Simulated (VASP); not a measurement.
# Re (P6_3/mmc) in VASP: a series of runs, part 2 of 2

VASP 6.6.1. The steps go on from the part before.

**3. Single point, r2SCAN**

This run uses another cell than the first one, of 14.35 Å³/atom.

The input, POSCAR:

```
Re
1.0
    2.7369210935      0.0000000000      0.0000000000
   -1.3684605467      2.3702431951      0.0000000000
    0.0000000000      0.0000000000      4.4233666297
Re
2
Direct
    0.3333333333      0.6666666667      0.2500000000
    0.6666666667      0.3333333333      0.7500000000
```

The input, INCAR.step1:

```
  PREC = Accurate
  ENCUT = 520
  ISMEAR = -1
  SIGMA = 0.1
  LREAL = False
  LASPH = True
  NELM = 80
  NBANDS = 14
  GGA = PE
  ALGO = Normal
  EDIFF = 1E-4
  LWAVE = True
  LCHARG = False
```

The input, INCAR.step2:

```
  PREC = Accurate
  ENCUT = 520
  EDIFF = 1E-6
  ISMEAR = -1
  SIGMA = 0.1
  LREAL = False
  LASPH = True
  NELM = 80
  ALGO = Normal
  ISIF = 2
  LWAVE = False
  LCHARG = True
  METAGGA = R2SCAN
  LMIXTAU = True
  LELF = True
  LVHAR = True
  NBANDS = 14
  ISTART = 1
```

The input, KPOINTS:

```
regular mesh
0
Gamma
  20 20 12
```

Potentials or basis: VASP PAW PBE potentials, release 64 (Re).

The run is started by

```bash
$ cat potpaw_PBE.64/Re/POTCAR > POTCAR
$ cp INCAR.step1 INCAR
$ mpirun -np 1 vasp_std > vasp.out
$ cp INCAR.step2 INCAR
$ mpirun -np 1 vasp_std > vasp.out
```

OUTCAR:

```text
PREC = Accurate
   ENCUT = 520
   EDIFF = 1E-6
   ISMEAR = -1
   LREAL = False
   LASPH = True
   NELM = 80
   ISIF = 2
   METAGGA = R2SCAN
   ISTART = 1

 ion  position               nearest neighbor table
   1  0.333  0.667  0.250-   2 2.72   2 2.72   2 2.72   2 2.72   2 2.72   2 2.72
   2  0.667  0.333  0.750-   1 2.72   1 2.72   1 2.72   1 2.72   1 2.72   1 2.72

  LATTYP: Found a hexagonal cell.
 ALAT       =     2.7369210935
 C/A-ratio  =     1.6161834699

  Lattice vectors:

 A1 = (   2.7369210935,   0.0000000000,   0.0000000000)
 A2 = (  -1.3684605467,   2.3702431951,   0.0000000000)
 A3 = (   0.0000000000,   0.0000000000,   4.4233666297)

Analysis of symmetry for initial positions (statically):
=====================================================================
 Subroutine PRICEL returns:
 Original cell was already a primitive cell.

 Routine SETGRP: Setting up the symmetry group for a
 hexagonal supercell.

 Subroutine GETGRP returns: Found 24 space group operations
 (whereof 12 operations were pure point group operations)
 out of a pool of 24 trial point group operations.

The static configuration has the point symmetry D_3d.
 The point group associated with its full space group is D_6h.

Analysis of symmetry for dynamics (positions and initial velocities):
=====================================================================
 Subroutine PRICEL returns:
 Original cell was already a primitive cell.

 Routine SETGRP: Setting up the symmetry group for a
 hexagonal supercell.

 Subroutine GETGRP returns: Found 24 space group operations
 (whereof 12 operations were pure point group operations)
 out of a pool of 24 trial point group operations.

The dynamic configuration has the point symmetry D_3d.
 The point group associated with its full space group is D_6h.

 Subroutine INISYM returns: Found 24 space group operations
 (whereof 12 operations are pure point group operations),
 and found     1 'primitive' translations

----------------------------------------------------------------------------------------

                                     Primitive cell

  volume of cell :      28.6951

  direct lattice vectors                    reciprocal lattice vectors
     2.736921093  0.000000000  0.000000000     0.365374070  0.210948818  0.000000000
    -1.368460547  2.370243195  0.000000000     0.000000000  0.421897636  0.000000000
     0.000000000  0.000000000  4.423366630     0.000000000  0.000000000  0.226072149

  length of vectors
     2.736921093  2.736921093  4.423366630     0.421897636  0.421897636  0.226072149

  position of ions in fractional coordinates (direct lattice)
     0.333333333  0.666666667  0.250000000
     0.666666667  0.333333333  0.750000000

  ion indices of the primitive-cell ions
   primitive index   ion index
                 1           1
                 2           2

----------------------------------------------------------------------------------------

 KPOINTS: regular mesh

Automatic generation of k-mesh.
 Grid dimensions read from file:
 generate k-points for:   20   20   12

 Generating k-lattice:

  Cartesian coordinates                     Fractional coordinates (reciprocal lattice)
     0.018268704  0.010547441  0.000000000     0.050000000 -0.000000000  0.000000000
     0.000000000  0.021094882  0.000000000     0.000000000  0.050000000  0.000000000
     0.000000000  0.000000000  0.018839346     0.000000000  0.000000000  0.083333333

  Length of vectors
     0.021094882  0.021094882  0.018839346

  Shift w.r.t. Gamma in fractional coordinates (k-lattice)
     0.000000000  0.000000000  0.000000000

 Subroutine IBZKPT returns following result:
 ===========================================

 Found    308 irreducible k-points:

 Following reciprocal coordinates:
            Coordinates               Weight
  0.000000  0.000000  0.000000      1.000000
  0.050000 -0.000000  0.000000      6.000000
  0.100000 -0.000000  0.000000      6.000000
  0.150000  0.000000  0.000000      6.000000
  0.200000 -0.000000  0.000000      6.000000
  0.250000 -0.000000  0.000000      6.000000
[... 16 lines left out ...]
  0.200000  0.100000  0.000000     12.000000
  0.250000  0.100000  0.000000     12.000000
 [... further k-points ...]
   k-points           NKPTS =    308   k-points in BZ     NKDIM =    308   number of bands    NBANDS=     14
   number of dos      NEDOS =    301   number of ions     NIONS =      2
   total plane-waves  NPLWV =  14400
   dimension x,y,z NGX =    20 NGY =   20 NGZ =   36
   dimension x,y,z NGXF=    40 NGYF=   40 NGZF=   72
   ions per type =               2
   NGX,Y,Z   is equivalent  to a cutoff of  12.15, 12.15, 13.53 a.u.
   NGXF,Y,Z  is equivalent  to a cutoff of  24.30, 24.30, 27.06 a.u.
 SYSTEM =  unknown system
   PREC   = accura    normal or accurate (medium, high low for compatibility)
   ISTART =      1    job   : 0-new  1-cont  2-samecut
   ICHARG =      0    charge: 1-file 2-atom 10-const
   ISPIN  =      1    spin polarized calculation?
   LNONCOLLINEAR =      F non collinear calculations
   LSORBIT =      F    spin-orbit coupling
   LASPH  =      T    aspherical Exc in radial PAW
   ENCUT  =  520.0 eV  38.22 Ry    6.18 a.u.   5.09  5.09  8.22*2*pi/ulx,y,z
   NELM   =     80;   NELMIN=  2; NELMDL=  0     # of ELM steps
   EDIFF  = 0.1E-05   stopping-criterion for ELM
   LREAL  =      F    real-space projection
   EDIFFG = 0.1E-04   stopping-criterion for IOM
   NSW    =      0    number of steps for IOM
   IBRION =     -1    ionic relax: 0-MD 1-quasi-New 2-CG
   NFREE  =      0    steps in history (QN), initial steepest desc. (CG)
   ISIF   =      2    stress and relaxation
   ISYM   =      2    0-nonsym 1-usesym 2-fastsym
   POTIM  = 0.5000    time-step for ionic-motion
   TEBEG  =    0.0;   TEEND  =   0.0 temperature during run
   PSTRESS=    0.0 pullay stress
   NELECT =      14.0000    total number of electrons
   NUPDOWN=      -1.0000    fix difference up-down
   EMIN   =  10.00;   EMAX   =-10.00  energy-range for DOS
   EFERMI =   0.00;   METHOD = LEGACY
   ISMEAR =    -1;   SIGMA  =   0.10  broadening in eV -4-tet -1-fermi 0-gaus
   EFERMI_NEDOS =   21; number of points for ismear=-14 and -15
   IALGO  =     38    algorithm
   IMIX   =      4    mixing-type and parameters
     AMIX     =   0.40;   BMIX     =  1.00
     AMIX_MAG =   1.60;   BMIX_MAG =  1.00
  volume/ion in A,a.u.               =      14.35        96.82
  Fermi-wavevector in a.u.,A,eV,Ry     =   1.288788  2.435456 22.598929  1.660974
  Thomas-Fermi vector in A             =   2.420720
   LORBIT       =      0    0 simple, 1 ext, 2 COOP (PROOUT), +10 PAW based schemes
   METAGGA = R2SCAN    functional components
   LHFCALC =     F    Hartree Fock is set to
   AEXX    =    0.0000 exact exchange contribution
   IVDW    =     0    specifies the selected vdW correction
   LEPSILON=     F    determine dielectric tensor
   LRPA    =     F    only Hartree local field effects (RPA)
 non-spin polarized calculation
  energy-cutoff  :      520.00
  volume of cell :       28.70
 maximum number of plane-waves:       786
   NGX = 11   NGY = 11   NGZ = 17

 number of electron      14.0000001 magnetization

 Free energy of the ion-electron system (eV)
  ---------------------------------------------------
  ext. energy  EPLUGINS =         0.00000000
  ---------------------------------------------------
  free energy    TOTEN  =      -104.90339342 eV

  energy without entropy =     -104.85357350  energy(sigma->0) =     -104.87848346

 E-fermi :   7.9999     XC(G=0): -15.1462

 val. band max:        7.9995712882   @ k =   0.2000  -0.0000   0.0833
 cond. band min:       8.0090599574   @ k =   0.2500   0.0500   0.5000
 fundamental gap:      0.0094886692
 Fermi energy:         7.9998913428

 k-point     1 :       0.0000    0.0000    0.0000
  band No.  band energies     occupation
      1      -2.5211      2.00000
      2       0.8744      2.00000
      3       6.2816      2.00000
      4       6.3073      2.00000
      5       6.3073      2.00000
      6       7.2051      1.99929
      7       7.2051      1.99929
      8       8.2276      0.18610
      9       8.2276      0.18610
     10       8.5989      0.00499
     11      11.6414      0.00000
     12      11.6414      0.00000
     13      18.8995      0.00000
     14      22.8564      0.00000
[... 375 lines left out ...]
 k-point    24 :       0.2500    0.1000    0.0000
  band No.  band energies     occupation
      1       0.8391      2.00000
      2       2.6243      2.00000
      3       3.5882      2.00000
      4       4.4899      2.00000
      5       6.0709      2.00000
      6       6.2302      2.00000
      7       7.2904      1.99834
      8       8.9959      0.00009
      9      10.0674      0.00000
     10      11.0286      0.00000
     11      12.3456      0.00000
     12      18.1566      0.00000
     13      18.9790      0.00000
     14      22.2019      0.00000

 [... further k-points ...]
[... 5 lines left out ...]
  --------------------------------------------------------------------------------------
  -------------------------------------------------------------------------------------
  Total        1.8397123      1.8397123      1.8231607      0.0000000     -0.0000000      0.0000000
  in kB      102.7193782    102.7193782    101.7952244      0.0000000     -0.0000000      0.0000000
  external PRESSURE =     102.4113269 kB  Pullay stress =       0.0000000 kB

 VOLUME and BASIS-vectors are now :
 -----------------------------------------------------------------------------
  energy-cutoff  :      520.00
  volume of cell :       28.70
      direct lattice vectors                 reciprocal lattice vectors
     2.736921093  0.000000000  0.000000000     0.365374070  0.210948818  0.000000000
    -1.368460547  2.370243195  0.000000000     0.000000000  0.421897636  0.000000000
     0.000000000  0.000000000  4.423366630     0.000000000  0.000000000  0.226072149

 POSITION                                       TOTAL-FORCE (eV/Angst)
 -----------------------------------------------------------------------------------
     -0.00000      1.58016      1.10584        -0.000000      0.000000      0.000000
      1.36846      0.79008      3.31752         0.000000     -0.000000      0.000000
 -----------------------------------------------------------------------------------
    total drift:                               -0.000000      0.000000     -0.000000

  FREE ENERGIE OF THE ION-ELECTRON SYSTEM (eV)
  ---------------------------------------------------
  free  energy   TOTEN  =      -104.9033934160 eV

  energy  without entropy=     -104.8535735021  energy(sigma->0) =     -104.87848346
```

Wall time 11 min (1 thread of Oxide Virtual Turin-like, shared host); peak memory 0.2 GiB.

Results:

```yaml
Free_energy: -104.9034 eV
Pressure: 10.2 GPa
Band_gap_on_the_k_mesh: zero (bands 7 and 8 overlap by 3.52 eV)
```

Stress tensor (GPa, compression positive):
```
10.27  0.00  0.00
 0.00 10.27  0.00
 0.00  0.00 10.18
```

Levels at points of the mesh, in eV from the Fermi level:
| k point | band 5 | band 6 | band 7 | band 8 | band 9 | band 10 |
| --- | --- | --- | --- | --- | --- | --- |
| (0.00, 0.00, 0.00) | -1.69 | -0.79 | -0.79 | 0.23 | 0.23 | 0.60 |
| (0.50, 0.00, 0.00) | -1.88 | -1.49 | -0.65 | 4.28 | 4.72 | 4.85 |
| (0.00, 0.00, 0.50) | -1.83 | -1.83 | -1.83 | -1.83 | 2.76 | 2.76 |
| (0.50, 0.00, 0.50) | 0.44 | 0.44 | 0.96 | 0.96 | 4.61 | 4.61 |

Caveat: the cell stands under pressure; the PAW data sets were made with another functional, which shifts forces and pressure a little; spin-orbit coupling is left out, which moves the levels of the heavy elements.

**4. Single point, r2SCAN**

This run uses another cell than the first one, of 14.45 Å³/atom.

The input, POSCAR:

```
Re
1.0
    2.7433626986      0.0000000000      0.0000000000
   -1.3716813493      2.3758217887      0.0000000000
    0.0000000000      0.0000000000      4.4337533766
Re
2
Direct
    0.3333333333      0.6666666667      0.2500000000
    0.6666666667      0.3333333333      0.7500000000
```

The input, INCAR.step1:

```
  ALGO = Normal
  EDIFF = 1E-4
  ENCUT = 520
  GGA = PE
  ISMEAR = -1
  LASPH = True
  LCHARG = False
  LREAL = False
  LWAVE = True
  NBANDS = 14
  NELM = 100
  PREC = Accurate
  SIGMA = 0.1
```

The input, INCAR.step2:

```
  ALGO = Normal
  EDIFF = 1E-6
  ENCUT = 520
  ISIF = 2
  ISMEAR = -1
  ISTART = 1
  LASPH = True
  LCHARG = True
  LELF = True
  LMIXTAU = True
  LREAL = False
  LVHAR = True
  LWAVE = False
  METAGGA = R2SCAN
  NBANDS = 14
  NELM = 100
  PREC = Accurate
  SIGMA = 0.1
```

The input, KPOINTS:

```
k-points
0
Gamma
  20 20 12
```

Potentials or basis: VASP PAW PBE potentials, release 64 (Re).

The run is started by

```bash
$ cat potpaw_PBE.64/Re/POTCAR > POTCAR
$ cp INCAR.step1 INCAR
$ mpirun -np 1 vasp_std > vasp.out
$ cp INCAR.step2 INCAR
$ mpirun -np 1 vasp_std > vasp.out
```

OUTCAR:

```text
EDIFF = 1E-6
   ENCUT = 520
   ISIF = 2
   ISMEAR = -1
   ISTART = 1
   LASPH = True
   LREAL = False
   METAGGA = R2SCAN
   NELM = 100
   PREC = Accurate

 ion  position               nearest neighbor table
   1  0.333  0.667  0.250-   2 2.72   2 2.72   2 2.72   2 2.72   2 2.72   2 2.72
   2  0.667  0.333  0.750-   1 2.72   1 2.72   1 2.72   1 2.72   1 2.72   1 2.72

  LATTYP: Found a hexagonal cell.
 ALAT       =     2.7433626986
 C/A-ratio  =     1.6161746964

  Lattice vectors:

 A1 = (   2.7433626986,   0.0000000000,   0.0000000000)
 A2 = (  -1.3716813493,   2.3758217887,   0.0000000000)
 A3 = (   0.0000000000,   0.0000000000,   4.4337533766)

Analysis of symmetry for initial positions (statically):
=====================================================================
 Subroutine PRICEL returns:
 Original cell was already a primitive cell.

 Routine SETGRP: Setting up the symmetry group for a
 hexagonal supercell.

 Subroutine GETGRP returns: Found 24 space group operations
 (whereof 12 operations were pure point group operations)
 out of a pool of 24 trial point group operations.

The static configuration has the point symmetry D_3d.
 The point group associated with its full space group is D_6h.

[... 168 lines left out ...]
  band No.  band energies     occupation
      1      -2.5605      2.00000
      2       0.8404      2.00000
      3       6.2124      2.00000
      4       6.2390      2.00000
      5       6.2390      2.00000
      6       7.1265      1.99922
      7       7.1265      1.99922
      8       8.1389      0.18601
      9       8.1389      0.18601
     10       8.4929      0.00593
     11      11.5189      0.00000
     12      11.5189      0.00000
     13      18.7115      0.00000
     14      22.7596      0.00000
[... 377 lines left out ...]
      1       0.7806      2.00000
      2       2.5853      2.00000
      3       3.5412      2.00000
      4       4.4307      2.00000
      5       6.0044      2.00000
      6       6.1574      2.00000
      7       7.2069      1.99825
      8       8.8997      0.00010
      9       9.9610      0.00000
     10      10.9094      0.00000
     11      12.2124      0.00000
     12      17.9778      0.00000
     13      18.7980      0.00000
     14      22.0053      0.00000

 [... further k-points ...]
[... 5 lines left out ...]
  --------------------------------------------------------------------------------------
  -------------------------------------------------------------------------------------
  Total        1.3029535      1.3029535      1.2853259     -0.0000000      0.0000000      0.0000000
  in kB       72.2388573     72.2388573     71.2615400     -0.0000000      0.0000000      0.0000000
  external PRESSURE =      71.9130849 kB  Pullay stress =       0.0000000 kB

 VOLUME and BASIS-vectors are now :
 -----------------------------------------------------------------------------
  energy-cutoff  :      520.00
  volume of cell :       28.90
      direct lattice vectors                 reciprocal lattice vectors
     2.743362699  0.000000000  0.000000000     0.364516147  0.210453495  0.000000000
    -1.371681349  2.375821789  0.000000000     0.000000000  0.420906991  0.000000000
     0.000000000  0.000000000  4.433753377     0.000000000  0.000000000  0.225542540

 POSITION                                       TOTAL-FORCE (eV/Angst)
 -----------------------------------------------------------------------------------
     -0.00000      1.58388      1.10844         0.000000     -0.000000      0.000000
      1.37168      0.79194      3.32532        -0.000000      0.000000      0.000000
 -----------------------------------------------------------------------------------
    total drift:                               -0.000000      0.000000     -0.000000

  FREE ENERGIE OF THE ION-ELECTRON SYSTEM (eV)
  ---------------------------------------------------
  free  energy   TOTEN  =      -104.9145933595 eV

  energy  without entropy=     -104.8643009830  energy(sigma->0) =     -104.88944717
```

Wall time 14 min (1 thread of Oxide Virtual Turin-like, shared host); peak memory 0.2 GiB.

Results:

* Free energy: -104.9146 eV
* Pressure: 7.2 GPa
* Band gap on the k mesh: zero (bands 7 and 8 overlap by 3.47 eV)

Stress tensor (GPa, compression positive):
```
7.22 0.00 0.00
0.00 7.22 0.00
0.00 0.00 7.13
```

Levels at points of the mesh, in eV from the Fermi level:
```
           k point  band 4  band 5  band 6  band 7  band 8  band 9  band 10  band 11
(0.00, 0.00, 0.00)   -1.67   -1.67   -0.78   -0.78    0.23    0.23     0.58     3.61
(0.50, 0.00, 0.00)   -2.04   -1.88   -1.48   -0.65    4.24    4.67     4.80     6.44
(0.00, 0.00, 0.50)   -2.57   -1.81   -1.81   -1.81   -1.81    2.74     2.74     2.74
(0.50, 0.00, 0.50)   -4.39    0.44    0.44    0.95    0.95    4.56     4.56     5.08
```

Caveat: the cell stands under pressure; the PAW data sets were made with another functional, which shifts forces and pressure a little; spin-orbit coupling is left out, which moves the levels of the heavy elements.

**5. Single point, r2SCAN**

This run uses another cell than the first one, of 14.55 Å³/atom.

The input, POSCAR:

```
Re
1.0
    2.7500220536      0.0000000000      0.0000000000
   -1.3750110268      2.3815889594      0.0000000000
    0.0000000000      0.0000000000      4.4444813880
Re
2
Direct
    0.3333333333      0.6666666667      0.2500000000
    0.6666666667      0.3333333333      0.7500000000
```

The input, INCAR.step1:

```
SYSTEM = Re
PREC = Accurate
ENCUT = 520
ISMEAR = -1
SIGMA = 0.1
LREAL = .False.
LASPH = .True.
NELM = 60
NBANDS = 14
GGA = PE
ALGO = Normal
EDIFF = 1E-4
LWAVE = .True.
LCHARG = .False.
```

The input, INCAR.step2:

```
SYSTEM = Re
PREC = Accurate
ENCUT = 520
EDIFF = 1E-6
ISMEAR = -1
SIGMA = 0.1
LREAL = .False.
LASPH = .True.
NELM = 60
ALGO = Normal
ISIF = 2
LWAVE = .False.
LCHARG = .False.
METAGGA = R2SCAN
LMIXTAU = .True.
NBANDS = 14
ISTART = 1
```

The input, KPOINTS:

```
Automatic mesh
0
Gamma
  20 20 12
  0 0 0
```

The run is started by

```bash
$ cat potpaw_PBE.64/Re/POTCAR > POTCAR
$ cp INCAR.step1 INCAR
$ mpirun -np 1 vasp_std > vasp.out
$ cp INCAR.step2 INCAR
$ mpirun -np 1 vasp_std > vasp.out
```

Wall time 12 min (1 thread of Oxide Virtual Turin-like, shared host); peak memory 0.21 GiB.

The run converged. Its results:

| Property | Result |
| --- | --- |
| Free energy | -104.9222 eV |
| Pressure | 4.1 GPa |
| Band gap on the k mesh | zero (bands 7 and 8 overlap by 3.43 eV) |

Stress tensor (GPa, compression positive):
```
4.18 0.00 0.00
0.00 4.18 0.00
0.00 0.00 4.07
```

Levels at points of the mesh, in eV from the Fermi level:
```tsv
k point	band 5	band 6	band 7	band 8	band 9	band 10
(0.00, 0.00, 0.00)	-1.65	-0.77	-0.77	0.23	0.23	0.56
(0.50, 0.00, 0.00)	-1.88	-1.47	-0.65	4.19	4.62	4.75
(0.00, 0.00, 0.50)	-1.79	-1.79	-1.79	-1.79	2.71	2.71
(0.50, 0.00, 0.50)	0.44	0.44	0.93	0.93	4.51	4.51
```

Caveat: the cell stands under pressure; the PAW data sets were made with another functional, which shifts forces and pressure a little; spin-orbit coupling is left out, which moves the levels of the heavy elements.

**6. The runs side by side**

```tsv
cell	gap on the mesh (eV)	pressure (GPa)
a = 2.727, b = 2.727, c = 4.407 Å, angles 90.0, 90.0, 120.0°, 2 atoms	none	15.4
a = 2.737, b = 2.737, c = 4.423 Å, angles 90.0, 90.0, 120.0°, 2 atoms	none	10.2
a = 2.743, b = 2.743, c = 4.434 Å, angles 90.0, 90.0, 120.0°, 2 atoms	none	7.2
a = 2.750, b = 2.750, c = 4.444 Å, angles 90.0, 90.0, 120.0°, 2 atoms	none	4.1
```

Alike in all rows: task single point; level r2SCAN; potentials or basis VASP PAW PBE potentials, release 64 (Re); no spin polarisation; k mesh 20 × 20 × 12; cutoff (eV) 520; smearing fermi-dirac 0.1 eV.

Caveats: the cell stands under pressure; the PAW data sets were made with another functional, which shifts forces and pressure a little; spin-orbit coupling is left out, which moves the levels of the heavy elements.

Total energies depend on the potentials used, so only differences within one code and one set of settings carry meaning.
